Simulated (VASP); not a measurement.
A run of VASP 6.6.1:

The input INCAR:

```
SYSTEM = Al
  ALGO = Normal
  EDIFF = 1E-8
  ENCUT = 520
  GGA = PE
  ISIF = 2
  ISMEAR = -1
  LASPH = .True.
  LCHARG = .False.
  LEFG = .True.
  LREAL = .False.
  LWAVE = .False.
  NBANDS = 8
  NELM = 80
  PREC = Accurate
  SIGMA = 0.05
```

KPOINTS

```
k-points
0
Gamma
  14 14 14
  0 0 0
```

File POSCAR:

```
Al
1.0
   -0.0404796000      2.0037402000      2.0037402000
    2.0037402000     -0.0404796000      2.0037402000
    2.0037402000      2.0037402000     -0.0404796000
Al
1
Direct
    0.0000000000      0.0000000000      0.0000000000
```

Potentials or basis: VASP PAW PBE potentials, release 64 (Al).

The run is started by

```bash
$ cat potpaw_PBE.64/Al/POTCAR > POTCAR
$ mpirun -np 1 vasp_std > vasp.out
```

Hardware: 1 thread of AMD EPYC 9R45 96-Core Processor (Zen 5), on a shared host.

Task: How long does it take, and how much memory?

Result: It took 22 s on 1 thread of AMD EPYC 9R45 96-Core Processor (Zen 5) (shared host), peak memory 0.12 GiB. Counts: scf iterations 13, k points 288.
